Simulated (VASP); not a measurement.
# Hf (I4/mmm) in VASP: notebook

Runs on Hf. Level: PBEsol. Tasks: single point.

Everything below comes from runs of VASP 6.6.1. Logs are shortened: lines on timing, memory, paths and dates and some standing lists are left out, and cuts for length are marked.

### 1 The cell of the first run

Symmetry: I4/mmm, No. 139, tetragonal system. Conventional cell: a = 3.520 Å, b = 3.520 Å, c = 3.429 Å, α = 90.00°, β = 90.00°, γ = 90.00°. Hf (site symmetry 4/mmm) has 14 Hf at 3.02 to 3.52 Å within 4.0 Å.

### 2 Single point, PBEsol (strain -0.025 along x and y, -0.050 along z)

Input file INCAR:

```
SYSTEM = Hf
PREC = Accurate
ENCUT = 520
EDIFF = 1E-6
ISMEAR = 0
SIGMA = 0.15
LREAL = .False.
LASPH = .True.
NELM = 60
ALGO = Normal
ISIF = 2
LWAVE = .False.
LCHARG = .True.
GGA = PS
LELF = .True.
LVHAR = .True.
NBANDS = 11
```

Input file KPOINTS:

```
Automatic mesh
0
Gamma
  18 18 18
  0 0 0
```

Input file POSCAR:

```
Hf
1.0
   -1.7598750000      1.7598750000      1.7147500000
    1.7598750000     -1.7598750000      1.7147500000
    1.7598750000      1.7598750000     -1.7147500000
Hf
1
Direct
    0.0000000000      0.0000000000      0.0000000000
```

Potentials or basis: VASP PAW PBE potentials, release 64 (Hf_pv).

Run with:

```console
cat potpaw_PBE.64/Hf_pv/POTCAR > POTCAR
mpirun -np 1 vasp_std > vasp.out
```

OUTCAR:

```text
SYSTEM = Hf
   PREC = Accurate
   ENCUT = 520
   EDIFF = 1E-6
   ISMEAR = 0
   LREAL = .False.
   LASPH = .True.
   NELM = 60
   ISIF = 2
   GGA = PS

 ion  position               nearest neighbor table
   1  0.000  0.000  0.000-

  LATTYP: Found a body centered tetragonal cell.
 ALAT       =     3.5197500000
 C/A-ratio  =     0.9743589744

  Lattice vectors:

 A1 = (  -1.7598750000,   1.7598750000,   1.7147500000)
 A2 = (   1.7598750000,  -1.7598750000,   1.7147500000)
 A3 = (   1.7598750000,   1.7598750000,  -1.7147500000)

Analysis of symmetry for initial positions (statically):
=====================================================================
 Subroutine PRICEL returns:
 Original cell was already a primitive cell.

 Routine SETGRP: Setting up the symmetry group for a
 body centered tetragonal supercell.

 Subroutine GETGRP returns: Found 16 space group operations
 (whereof 16 operations were pure point group operations)
 out of a pool of 16 trial point group operations.

The static configuration has the point symmetry D_4h.

Analysis of symmetry for dynamics (positions and initial velocities):
=====================================================================
 Subroutine PRICEL returns:
 Original cell was already a primitive cell.

 Routine SETGRP: Setting up the symmetry group for a
 body centered tetragonal supercell.

 Subroutine GETGRP returns: Found 16 space group operations
 (whereof 16 operations were pure point group operations)
 out of a pool of 16 trial point group operations.

The dynamic configuration has the point symmetry D_4h.

 Subroutine INISYM returns: Found 16 space group operations
 (whereof 16 operations are pure point group operations),
 and found     1 'primitive' translations

----------------------------------------------------------------------------------------

                                     Primitive cell

  volume of cell :      21.2434

  direct lattice vectors                    reciprocal lattice vectors
    -1.759875000  1.759875000  1.714750000     0.000000000  0.284111087  0.291587695
     1.759875000 -1.759875000  1.714750000     0.284111087  0.000000000  0.291587695
     1.759875000  1.759875000 -1.714750000     0.284111087  0.284111087  0.000000000

  length of vectors
     3.022364570  3.022364570  3.022364570     0.407114841  0.407114841  0.401793753

[... 77 lines left out ...]
   NELM   =     60;   NELMIN=  2; NELMDL= -5     # of ELM steps
   EDIFF  = 0.1E-05   stopping-criterion for ELM
   LREAL  =      F    real-space projection
   EDIFFG = 0.1E-04   stopping-criterion for IOM
   NSW    =      0    number of steps for IOM
   IBRION =     -1    ionic relax: 0-MD 1-quasi-New 2-CG
   NFREE  =      0    steps in history (QN), initial steepest desc. (CG)
   ISIF   =      2    stress and relaxation
   ISYM   =      2    0-nonsym 1-usesym 2-fastsym
   POTIM  = 0.5000    time-step for ionic-motion
   TEBEG  =    0.0;   TEEND  =   0.0 temperature during run
   PSTRESS=    0.0 pullay stress
   NELECT =      10.0000    total number of electrons
   NUPDOWN=      -1.0000    fix difference up-down
   EMIN   =  10.00;   EMAX   =-10.00  energy-range for DOS
   EFERMI =   0.00;   METHOD = LEGACY
   ISMEAR =     0;   SIGMA  =   0.15  broadening in eV -4-tet -1-fermi 0-gaus
   EFERMI_NEDOS =   21; number of points for ismear=-14 and -15
   IALGO  =     38    algorithm
   IMIX   =      4    mixing-type and parameters
     AMIX     =   0.40;   BMIX     =  1.00
     AMIX_MAG =   1.60;   BMIX_MAG =  1.00
  volume/ion in A,a.u.               =      21.24       143.36
  Fermi-wavevector in a.u.,A,eV,Ry     =   1.273503  2.406572 22.066068  1.621810
  Thomas-Fermi vector in A             =   2.406323
   LORBIT       =      0    0 simple, 1 ext, 2 COOP (PROOUT), +10 PAW based schemes
   GGA     = PS    functional components
   LHFCALC =     F    Hartree Fock is set to
   AEXX    =    0.0000 exact exchange contribution
   IVDW    =     0    specifies the selected vdW correction
   LEPSILON=     F    determine dielectric tensor
   LRPA    =     F    only Hartree local field effects (RPA)
 non-spin polarized calculation
 Gauss-broadening in eV      SIGMA  =   0.15
  energy-cutoff  :      520.00
  volume of cell :       21.24
 maximum number of plane-waves:       589
   NGX = 11   NGY = 11   NGZ = 11

 number of electron      10.0000000 magnetization

 number of electron       9.9999999 magnetization

 Free energy of the ion-electron system (eV)
  ---------------------------------------------------
  ext. energy  EPLUGINS =         0.00000000
  ---------------------------------------------------
  free energy    TOTEN  =       -10.34534942 eV

  energy without entropy =      -10.32507879  energy(sigma->0) =      -10.33521411

 E-fermi :   4.7572     XC(G=0): -11.6289

 val. band max:        4.7561638620   @ k =  -0.1667   0.3333   0.0556
 cond. band min:       4.7627374009   @ k =  -0.3333   0.3889   0.0556
 fundamental gap:      0.0065735389
 Fermi energy:         4.7571761738

 k-point     1 :       0.0000    0.0000    0.0000
  band No.  band energies     occupation
      1     -24.8108      2.00000
      2     -24.8108      2.00000
      3     -24.8085      2.00000
      4      -2.4417      2.00000
      5       6.1160      0.00000
      6       6.4255      0.00000
      7       6.4255      0.00000
      8       9.0402      0.00000
      9       9.4753      0.00000
     10      18.2003      0.00000
     11      18.2003      0.00000
[... 309 lines left out ...]
 k-point    24 :      -0.2222    0.0556   -0.0000
  band No.  band energies     occupation
      1     -25.1630      2.00000
      2     -24.9160      2.00000
      3     -24.8238      2.00000
      4      -0.9900      2.00000
      5       5.3714      0.00000
      6       5.6707      0.00000
      7       7.8549      0.00000
      8       8.5080      0.00000
      9       9.4429      0.00000
     10      18.2006      0.00000
     11      19.1936      0.00000

 [... further k-points ...]
[... 5 lines left out ...]
  --------------------------------------------------------------------------------------
  -------------------------------------------------------------------------------------
  Total        0.0410285      0.0410285     -0.1058767      0.0000000     -0.0000000      0.0000000
  in kB        3.0943675      3.0943675     -7.9852141      0.0000000     -0.0000000      0.0000000
  external PRESSURE =      -0.5988264 kB  Pullay stress =       0.0000000 kB

 VOLUME and BASIS-vectors are now :
 -----------------------------------------------------------------------------
  energy-cutoff  :      520.00
  volume of cell :       21.24
      direct lattice vectors                 reciprocal lattice vectors
    -1.759875000  1.759875000  1.714750000     0.000000000  0.284111087  0.291587695
     1.759875000 -1.759875000  1.714750000     0.284111087  0.000000000  0.291587695
     1.759875000  1.759875000 -1.714750000     0.284111087  0.284111087  0.000000000

 POSITION                                       TOTAL-FORCE (eV/Angst)
 -----------------------------------------------------------------------------------
      0.00000      0.00000      0.00000         0.000000      0.000000     -0.000000
 -----------------------------------------------------------------------------------
    total drift:                                0.000000      0.000000      0.000000

  FREE ENERGIE OF THE ION-ELECTRON SYSTEM (eV)
  ---------------------------------------------------
  free  energy   TOTEN  =       -10.3453494248 eV

  energy  without entropy=      -10.3250787872  energy(sigma->0) =      -10.33521411
```

stdout:

```text
POSCAR found type information on POSCAR Hf
 POSCAR found :  1 types and       1 ions
 scaLAPACK will be used
 -----------------------------------------------------------------------------
|                                                                             |
|                                                                             |
|     You enforced a specific xc type in the INCAR file but a different       |
|     I HOPE YOU KNOW WHAT YOU ARE DOING!                                     |
|                                                                             |
 -----------------------------------------------------------------------------

 LDA part: xc-table for (Slater+PW92), standard interpolation
 POSCAR, INCAR and KPOINTS ok, starting setup
 FFT: planning ... GRIDC
 FFT: planning ... GRID_SOFT
 FFT: planning ... GRID
 WAVECAR not read
 entering main loop
```

Wall time 36 s (1 thread of Intel Xeon 6975P-C (Granite Rapids), shared host); peak memory 0.23 GiB.

Results:

* Free energy: -10.3453 eV
* Pressure: -0.1 GPa
* Band gap on the k mesh: zero (band 5 reaches 6.24 eV, above the bottom of band 6 at 4.06 eV)

Levels at points of the mesh, in eV from the Fermi level:
| k point | band 1 | band 2 | band 3 | band 4 | band 5 | band 6 | band 7 | band 8 | band 9 | band 10 |
| --- | --- | --- | --- | --- | --- | --- | --- | --- | --- | --- |
| (0.00, 0.00, 0.00) | -29.57 | -29.57 | -29.57 | -7.20 | 1.36 | 1.67 | 1.67 | 4.28 | 4.72 | 13.44 |
| (0.50, 0.00, 0.00) | -30.54 | -29.89 | -29.58 | -3.52 | -0.69 | 1.37 | 4.45 | 5.54 | 8.11 | 10.72 |
| (0.50, 0.50, 0.00) | -30.55 | -29.87 | -29.56 | -3.56 | -0.37 | 1.20 | 4.08 | 5.28 | 8.05 | 10.82 |
| (0.50, 0.50, 0.50) | -30.26 | -30.26 | -30.21 | -2.83 | -2.75 | 7.16 | 7.16 | 7.26 | 7.46 | 7.46 |

Caveat: the cell differs from its parent crystal (strain -0.025 along x and y, -0.050 along z); the PAW data sets were made with another functional, which shifts forces and pressure a little; spin-orbit coupling is left out, which moves the levels of the heavy elements.

### 3 Single point, PBEsol (strain -0.025 along x and y, +0.000 along z)

Input file INCAR:

```
PREC     = Accurate       # precision mode
ENCUT    = 520            # plane-wave cutoff, eV
EDIFF    = 1E-6           # SCF threshold, eV
ISMEAR   = 0              # smearing method
SIGMA    = 0.15           # smearing width, eV
LREAL    = F              # projectors in reciprocal space
LASPH    = T              # aspherical terms in the spheres
NELM     = 60             # most SCF steps
ALGO     = Normal         # electronic algorithm
ISIF     = 2              # what is computed and relaxed
LWAVE    = F              # write WAVECAR
LCHARG   = T              # write CHGCAR
GGA      = PS             # functional
LELF     = T              # ELF
LVHAR    = T            
NBANDS   = 11             # bands
```

Input file KPOINTS:

```
regular mesh
0
Gamma
  18 18 18
```

Input file POSCAR:

```
Hf
1.0
   -1.7598750000      1.7598750000      1.8050000000
    1.7598750000     -1.7598750000      1.8050000000
    1.7598750000      1.7598750000     -1.8050000000
Hf
1
Direct
    0.0000000000      0.0000000000      0.0000000000
```

Potentials or basis: VASP PAW PBE potentials, release 64 (Hf_pv).

Run with:

```console
cat potpaw_PBE.64/Hf_pv/POTCAR > POTCAR
mpirun -np 1 vasp_std > vasp.out
```

It took 35 s on 1 thread of Intel Xeon 6975P-C (Granite Rapids), shared host; peak memory 0.23 GiB.

It converged, with:

* Free energy: -10.3266 eV
* Pressure: -5.1 GPa
* Band gap on the k mesh: zero (band 5 reaches 5.85 eV, above the bottom of band 6 at 3.73 eV)

Stress tensor (GPa, compression positive):
```
-5.47  0.00  0.00
 0.00 -5.47  0.00
 0.00  0.00 -4.45
```

Levels at points of the mesh, in eV from the Fermi level:
| k point | band 1 | band 2 | band 3 | band 4 | band 5 | band 6 | band 7 | band 8 | band 9 | band 10 |
| --- | --- | --- | --- | --- | --- | --- | --- | --- | --- | --- |
| (0.00, 0.00, 0.00) | -29.78 | -29.78 | -29.78 | -7.04 | 1.43 | 1.43 | 1.70 | 4.11 | 4.49 | 13.07 |
| (0.50, 0.00, 0.00) | -30.60 | -30.04 | -29.78 | -3.39 | -0.41 | 1.05 | 3.97 | 5.11 | 7.59 | 10.13 |
| (0.50, 0.50, 0.00) | -30.60 | -30.06 | -29.79 | -3.36 | -0.69 | 1.20 | 4.37 | 5.26 | 7.66 | 10.24 |
| (0.50, 0.50, 0.50) | -30.38 | -30.34 | -30.34 | -2.60 | -2.53 | 6.73 | 6.82 | 6.82 | 6.85 | 7.43 |

Caveat: the cell differs from its parent crystal (strain -0.025 along x and y, +0.000 along z); the PAW data sets were made with another functional, which shifts forces and pressure a little; spin-orbit coupling is left out, which moves the levels of the heavy elements.

### 4 Single point, PBEsol (strain +0.000 along x and y, -0.025 along z)

Input file INCAR:

```
SYSTEM = Hf
PREC = Accurate
ENCUT = 520
EDIFF = 1E-6
ISMEAR = 0
SIGMA = 0.15
LREAL = .False.
LASPH = .True.
NELM = 100
ALGO = Normal
ISIF = 2
LWAVE = .False.
LCHARG = .True.
GGA = PS
LELF = .True.
LVHAR = .True.
NBANDS = 11
```

Input file KPOINTS:

```
regular mesh
0
Gamma
  18 18 18
  0 0 0
```

Input file POSCAR:

```
Hf
1.0
   -1.8050000000      1.8050000000      1.7598750000
    1.8050000000     -1.8050000000      1.7598750000
    1.8050000000      1.8050000000     -1.7598750000
Hf
1
Direct
    0.0000000000      0.0000000000      0.0000000000
```

Run with:

```console
cat potpaw_PBE.64/Hf_pv/POTCAR > POTCAR
mpirun -np 1 vasp_std > vasp.out
```

It took 33 s on 1 thread of Intel Xeon 6975P-C (Granite Rapids), shared host; peak memory 0.23 GiB.

It converged, with:

```
Free energy            : -10.3045 eV
Pressure               : -7.3 GPa
Band gap on the k mesh : zero (band 5 reaches 5.68 eV, above the bottom of band 6 at 3.60 eV)
```

Stress tensor (GPa, compression positive):
```
-6.90  0.00  0.00
 0.00 -6.90  0.00
 0.00  0.00 -8.12
```

Levels at points of the mesh, in eV from the Fermi level:
```
           k point  band 2  band 3  band 4  band 5  band 6  band 7  band 8  band 9
(0.00, 0.00, 0.00)  -29.88  -29.88   -6.96    1.31    1.58    1.58    4.01    4.40
(0.50, 0.00, 0.00)  -30.13  -29.89   -3.29   -0.56    1.05    4.10    5.10    7.40
(0.50, 0.50, 0.00)  -30.12  -29.88   -3.34   -0.27    0.90    3.78    4.88    7.35
(0.50, 0.50, 0.50)  -30.43  -30.39   -2.50   -2.43    6.56    6.56    6.65    6.84
```

Caveat: the cell differs from its parent crystal (strain +0.000 along x and y, -0.025 along z); the PAW data sets were made with another functional, which shifts forces and pressure a little; spin-orbit coupling is left out, which moves the levels of the heavy elements.

### 5 Single point, PBEsol (strain -0.025 along x and y, +0.025 along z)

Input file INCAR:

```
PREC = Accurate
ENCUT = 520
EDIFF = 1E-6
ISMEAR = 0
SIGMA = 0.15
LREAL = False
LASPH = True
NELM = 100
ALGO = Fast
ISIF = 2
LWAVE = False
LCHARG = False
GGA = PS
NBANDS = 11
```

Input file KPOINTS:

```
Automatic mesh
0
Gamma
  18 18 18
```

Input file POSCAR:

```
Hf
1.0
   -1.7598750000      1.7598750000      1.8501250000
    1.7598750000     -1.7598750000      1.8501250000
    1.7598750000      1.7598750000     -1.8501250000
Hf
1
Direct
    0.0000000000      0.0000000000      0.0000000000
```

Run with:

```console
cat potpaw_PBE.64/Hf_pv/POTCAR > POTCAR
mpirun -np 1 vasp_std > vasp.out
```

Wall time 51 s (1 thread of Intel Xeon 6975P-C (Granite Rapids), shared host); peak memory 0.23 GiB.

Results (log left out):

| Property | Result |
| --- | --- |
| Free energy | -10.3086 eV |
| Pressure | -7.2 GPa |
| Band gap on the k mesh | zero (band 5 reaches 5.71 eV, above the bottom of band 6 at 3.57 eV) |

Stress tensor (GPa, compression positive):
```
-7.85  0.00  0.00
 0.00 -7.85  0.00
 0.00  0.00 -5.86
```

Levels at points of the mesh, in eV from the Fermi level:
```csv
k point,band 1,band 2,band 3,band 4,band 5,band 6,band 7,band 8,band 9,band 10
"(0.00, 0.00, 0.00)",-29.89,-29.89,-29.89,-6.97,1.33,1.33,1.85,3.83,4.54,12.72
"(0.50, 0.00, 0.00)",-30.65,-30.12,-29.89,-3.34,-0.28,0.91,3.67,5.01,7.32,9.74
"(0.50, 0.50, 0.00)",-30.64,-30.16,-29.91,-3.27,-0.82,1.19,4.48,5.24,7.46,9.95
"(0.50, 0.50, 0.50)",-30.47,-30.39,-30.39,-2.54,-2.40,6.28,6.48,6.65,6.65,7.41
```

Caveat: the cell differs from its parent crystal (strain -0.025 along x and y, +0.025 along z); the PAW data sets were made with another functional, which shifts forces and pressure a little; spin-orbit coupling is left out, which moves the levels of the heavy elements.

### 6 Single point, PBEsol (strain +0.050 along x and y, +0.025 along z)

Input file INCAR:

```
SYSTEM = Hf
  ALGO = Fast
  EDIFF = 1E-6
  ENCUT = 520
  GGA = PS
  ISIF = 2
  ISMEAR = 0
  LASPH = .TRUE.
  LCHARG = .FALSE.
  LREAL = .FALSE.
  LWAVE = .FALSE.
  NBANDS = 11
  NELM = 80
  PREC = Accurate
  SIGMA = 0.15
```

Input file KPOINTS:

```
k-points
0
G
  18 18 18
  0 0 0
```

Input file POSCAR:

```
Hf
1.0
   -1.8952500000      1.8952500000      1.8501250000
    1.8952500000     -1.8952500000      1.8501250000
    1.8952500000      1.8952500000     -1.8501250000
Hf
1
Direct
    0.0000000000      0.0000000000      0.0000000000
```

Potentials or basis: VASP PAW PBE potentials, release 64 (Hf_pv).

Run with:

```console
cat potpaw_PBE.64/Hf_pv/POTCAR > POTCAR
mpirun -np 1 vasp_std > vasp.out
```

It took 2.7 min on 1 thread of AMD EPYC 7R43 (Zen 3), shared host; peak memory 0.21 GiB.

It converged, with:

```
Free energy            : -10.0205 eV
Pressure               : -16.5 GPa
Band gap on the k mesh : zero (band 5 reaches 4.64 eV, above the bottom of band 6 at 2.73 eV)
```

Stress tensor (GPa, compression positive):
```
-16.07   0.00   0.00
  0.00 -16.07   0.00
  0.00   0.00 -17.44
```

Levels at points of the mesh, in eV from the Fermi level:
| k point | band 1 | band 2 | band 3 | band 4 | band 5 | band 6 | band 7 | band 8 | band 9 | band 10 |
| --- | --- | --- | --- | --- | --- | --- | --- | --- | --- | --- |
| (0.00, 0.00, 0.00) | -30.48 | -30.48 | -30.48 | -6.49 | 1.18 | 1.40 | 1.40 | 3.49 | 3.79 | 12.38 |
| (0.50, 0.00, 0.00) | -30.93 | -30.63 | -30.48 | -2.91 | -0.37 | 0.61 | 3.46 | 4.31 | 6.15 | 7.97 |
| (0.50, 0.50, 0.00) | -30.93 | -30.63 | -30.47 | -2.96 | -0.14 | 0.49 | 3.21 | 4.14 | 6.11 | 7.90 |
| (0.50, 0.50, 0.50) | -30.81 | -30.81 | -30.79 | -1.96 | -1.91 | 5.50 | 5.50 | 5.57 | 5.81 | 5.81 |

Caveat: the cell differs from its parent crystal (strain +0.050 along x and y, +0.025 along z); the PAW data sets were made with another functional, which shifts forces and pressure a little; spin-orbit coupling is left out, which moves the levels of the heavy elements.

### 7 Overview

| cell | gap on the mesh (eV) | pressure (GPa) |
| --- | --- | --- |
| a = 3.022 Å, angles 108.8, 108.8, 110.9°, 1 atom | none | -0.1 |
| a = 3.074 Å, angles 110.2, 110.2, 108.1°, 1 atom | none | -5.1 |
| a = 3.101 Å, angles 108.8, 108.8, 110.8°, 1 atom | none | -7.3 |
| a = 3.101 Å, angles 110.8, 110.8, 106.7°, 1 atom | none | -7.2 |
| a = 3.257 Å, angles 108.8, 108.8, 110.8°, 1 atom | none | -16.5 |

Alike in all rows: task single point; level PBEsol; potentials or basis VASP PAW PBE potentials, release 64 (Hf_pv); no spin polarisation; k mesh 18 × 18 × 18; cutoff (eV) 520; smearing gaussian 0.15 eV.

Caveats: the PAW data sets were made with another functional, which shifts forces and pressure a little; spin-orbit coupling is left out, which moves the levels of the heavy elements.

Total energies depend on the potentials used, so only differences within one code and one set of settings carry meaning.
